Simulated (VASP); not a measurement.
AgCl:

```
Ag Cl
1.0
     0.00000    2.99326    2.99326
     2.99326    0.00000    2.99326
     2.99326    2.99326    0.00000
Ag Cl
1 1
Direct
  0.00000 0.00000 0.00000
  0.25000 0.25000 0.25000
```

Base run:

```yaml
Program: VASP 6.6.1
Functional: PBE
Potentials_or_basis: VASP PAW PBE potentials, release 64 (Ag, Cl)
Cutoff: 520 eV
k_mesh: 8 × 8 × 8
Occupations: fermi-dirac, width 0.02 eV
Spin: no spin polarisation
```

Its results: band gap on the k mesh 1.25 eV; pressure 1.1 GPa.

Problem. The run is repeated on the same cell with these changes: functional from PBE to r2SCAN; occupations from fermi-dirac, width 0.02 eV to gaussian, width 0.01 eV. What comes out?

Solution. Band gap on the k mesh 1.60 eV; pressure -0.1 GPa.

Caveats: the PAW data sets were made with another functional, which shifts forces and pressure a little (at least some runs).

A k mesh can miss the band edges.
